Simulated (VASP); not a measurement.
Set up this calculation in VASP 6.6.1, as the native input.

- Task: single point
- Functional: r2SCAN
- Potentials or basis: VASP PAW PBE potentials, release 64 (Zn, S)
- Cutoff: 520 eV
- k mesh: 12 × 12 × 6
- Occupations: fermi-dirac, width 0.02 eV
- Spin: no spin polarisation
- Dipole correction: no
- Further INCAR settings: ALGO = Normal; EDIFF = 1e-06; NBANDS = 26

Crystal: ZnS (Wurtzite-2H).

```
Zn S
1.0
     3.75569    0.00000    0.00000
    -1.87784    3.25252    0.00000
     0.00000    0.00000    6.16332
Zn S
2 2
Direct
  0.33333 0.66667 0.00539
  0.66667 0.33333 0.50539
  0.33333 0.66667 0.37961
  0.66667 0.33333 0.87961
```

One way to write it, as run:

POSCAR

```
ZnS
1.0
    3.7556853971      0.0000000000      0.0000000000
   -1.8778426986      3.2525189625      0.0000000000
    0.0000000000      0.0000000000      6.1633197400
Zn S
2 2
Direct
    0.3333333333      0.6666666667      0.0053942600
    0.6666666667      0.3333333333      0.5053942600
    0.3333333333      0.6666666667      0.3796057400
    0.6666666667      0.3333333333      0.8796057400
```

INCAR.step1

```
SYSTEM = ZnS
ALGO     = Normal         ! electronic algorithm
EDIFF    = 1E-4           ! SCF threshold, eV
ENCUT    = 520            ! plane-wave cutoff, eV
GGA      = PE             ! functional
ISMEAR   = -1             ! smearing method
LASPH    = .True.         ! aspherical terms in the spheres
LCHARG   = .False.        ! write CHGCAR
LREAL    = .False.        ! projectors in reciprocal space
LWAVE    = .True.         ! write WAVECAR
NBANDS   = 26             ! bands
NELM     = 60             ! most SCF steps
PREC     = Accurate       ! precision mode
SIGMA    = 0.02           ! smearing width, eV
```

INCAR.step2

```
SYSTEM = ZnS
ALGO     = Normal         ! electronic algorithm
EDIFF    = 1E-6           ! SCF threshold, eV
ENCUT    = 520            ! plane-wave cutoff, eV
ISIF     = 2              ! what is computed and relaxed
ISMEAR   = -1             ! smearing method
ISTART   = 1            
LASPH    = .True.         ! aspherical terms in the spheres
LCHARG   = .False.        ! write CHGCAR
LMIXTAU  = .True.       
LREAL    = .False.        ! projectors in reciprocal space
LWAVE    = .False.        ! write WAVECAR
METAGGA  = R2SCAN         ! meta-GGA
NBANDS   = 26             ! bands
NELM     = 60             ! most SCF steps
PREC     = Accurate       ! precision mode
SIGMA    = 0.02           ! smearing width, eV
```

KPOINTS

```
k-points
0
Gamma
  12 12 6
  0 0 0
```

Potentials or basis: VASP PAW PBE potentials, release 64 (Zn, S).

Launch:

```bash
$ cat potpaw_PBE.64/Zn/POTCAR potpaw_PBE.64/S/POTCAR > POTCAR
$ cp INCAR.step1 INCAR
$ mpirun -np 1 vasp_std > vasp.out
$ cp INCAR.step2 INCAR
$ mpirun -np 1 vasp_std > vasp.out
```

Results of the run:

```json
{
  "Pressure": "3.5 GPa",
  "Band gap on the k mesh": "2.98 eV, direct"
}
```

Caveat: the PAW data sets were made with another functional, which shifts forces and pressure a little.

Wall time 6.4 min on 1 thread of Intel(R) Xeon(R) Platinum 8259CL CPU @ 2.50GHz (Skylake/Cascade Lake) (shared host), peak memory 0.28 GiB.
